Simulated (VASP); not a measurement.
Runs of VASP 6.6.1 on SbBr. The structure is that of space group Fm-3m (No. 225), or close to it. The cells are those of the table. 

| task | cell | k mesh | cutoff (eV) | gap on the mesh (eV) | pressure (GPa) | relaxed volume (Å³/atom) |
| --- | --- | --- | --- | --- | --- | --- |
| single point | a = 4.468 Å, angles 60.0°, 2 atoms | 6 × 6 × 6 | 520 | none | -0.2 | - |
| relaxation of cell and atoms | relaxed from a = 4.328 Å, angles 60.0°, 2 atoms | 6 × 6 × 6 | 600 | none | 0.0 | (b) |
| single point | a = 4.468 Å, angles 60.0°, 2 atoms | 16 × 16 × 16 | 520 | none | -0.1 | - |
| single point | a = 4.328 Å, angles 60.0°, 2 atoms | 6 × 6 × 6 | 520 | none | 4.0 | - |
| relaxation of cell and atoms | relaxed from a = 4.468 Å, angles 60.0°, 2 atoms | 16 × 16 × 16 | 600 | none | 0.0 | (a) |

Alike in all rows: level PBE; potentials or basis VASP PAW PBE potentials, release 64 (Sb, Br); no spin polarisation; smearing gaussian 0.1 eV.

Question: Fill in the values left out.

Answer: (a) 31.45; (b) 31.32.

Caveats: spin-orbit coupling is left out, which moves the levels of the heavy elements.

A k mesh can miss the band edges, and the runs leave out spin-orbit coupling on Br, Sb.

A gap of «none» marks levels without a gap at the run's occupations.
